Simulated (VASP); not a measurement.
Wanted: the native input for a VASP 6.6.1 run.

| Quantity | Value |
| --- | --- |
| Task | single point |
| Functional | LDA |
| Potentials or basis | VASP PAW LDA potentials, release 64 (Cd, Te) |
| Cutoff | 520 eV |
| k mesh | 12 × 12 × 12 |
| Occupations | fermi-dirac, width 0.05 eV |
| Spin | no spin polarisation |
| Dipole correction | no |
| Further INCAR settings | ALGO = Normal; EDIFF = 1e-06; NBANDS = 16 |

The structure of CdTe (zincblende type) lies in POSCAR:

```
CdTe
1.0
    0.0000000000      2.7608638794      2.7608638794
    2.7608638794      0.0000000000      2.7608638794
    2.7608638794      2.7608638794      0.0000000000
Cd Te
1 1
Direct
    0.0000000000      0.0000000000      0.0000000000
    0.2500000000      0.2500000000      0.2500000000
```

These files were run (other wordings do the same):

INCAR

```
SYSTEM = CdTe
PREC     = Accurate       ! precision mode
ENCUT    = 520            ! plane-wave cutoff, eV
EDIFF    = 1E-6           ! SCF threshold, eV
ISMEAR   = -1             ! smearing method
SIGMA    = 0.05           ! smearing width, eV
LREAL    = .False.        ! projectors in reciprocal space
LASPH    = .True.         ! aspherical terms in the spheres
NELM     = 80             ! most SCF steps
ALGO     = Normal         ! electronic algorithm
ISIF     = 2              ! what is computed and relaxed
LWAVE    = .False.        ! write WAVECAR
LCHARG   = .False.        ! write CHGCAR
NBANDS   = 16             ! bands
```

KPOINTS

```
regular mesh
0
Gamma
  12 12 12
  0 0 0
```

Potentials or basis: VASP PAW LDA potentials, release 64 (Cd, Te).

Run with:

```console
$ cat potpaw_LDA.64/Cd/POTCAR potpaw_LDA.64/Te/POTCAR > POTCAR
$ mpirun -np 1 vasp_std > vasp.out
```

Results of the run:

The pressure is 61.6 GPa and the band gap on the k mesh is 0.99 eV (least direct gap 1.98 eV).

Caveat: the cell stands under pressure; spin-orbit coupling is left out, which moves the levels of the heavy elements.

Run time: 73 s on 1 thread of Intel Xeon 8259CL (shared host), peak memory 0.19 GiB.
